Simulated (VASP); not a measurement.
TaSb (rocksalt type), 2 atoms in the cell. It takes space group Fm-3m (No. 225, cubic). Conventional cell: a = 4.920 Å, b = 4.920 Å, c = 4.920 Å, α = 90.00°, β = 90.00°, γ = 90.00°. Ta (site symmetry m-3m) has 6 Sb at 2.46 Å within 3.2 Å. Within 3.2 Å of Sb (site symmetry m-3m) lie 6 Ta at 2.46 Å. 

```yaml
Program: VASP 6.6.1
Task: single point
Functional: LDA
Potentials_or_basis: VASP PAW LDA potentials, release 64 (Ta_pv, Sb)
Cutoff: 520 eV
k_mesh: 13 × 13 × 13
Occupations: fermi-dirac, width 0.05 eV
Spin: no spin polarisation
Dipole_correction: no
Further_INCAR_settings: ALGO = Normal; EDIFF = 1e-06; NBANDS = 15
```

Potentials or basis: VASP PAW LDA potentials, release 64 (Ta_pv, Sb).

Launch:

```console
$ cat potpaw_LDA.64/Ta_pv/POTCAR potpaw_LDA.64/Sb/POTCAR > POTCAR
$ mpirun -np 1 vasp_std > vasp.out
```

Hardware: 1 thread of Intel Xeon 8259CL, with other jobs on the host.

Question: How long does it take, and how much memory?

Answer: Run time: 41 s on 1 thread of Intel Xeon 8259CL (shared host), peak memory 0.17 GiB. Counts: scf iterations 11, k points 84.
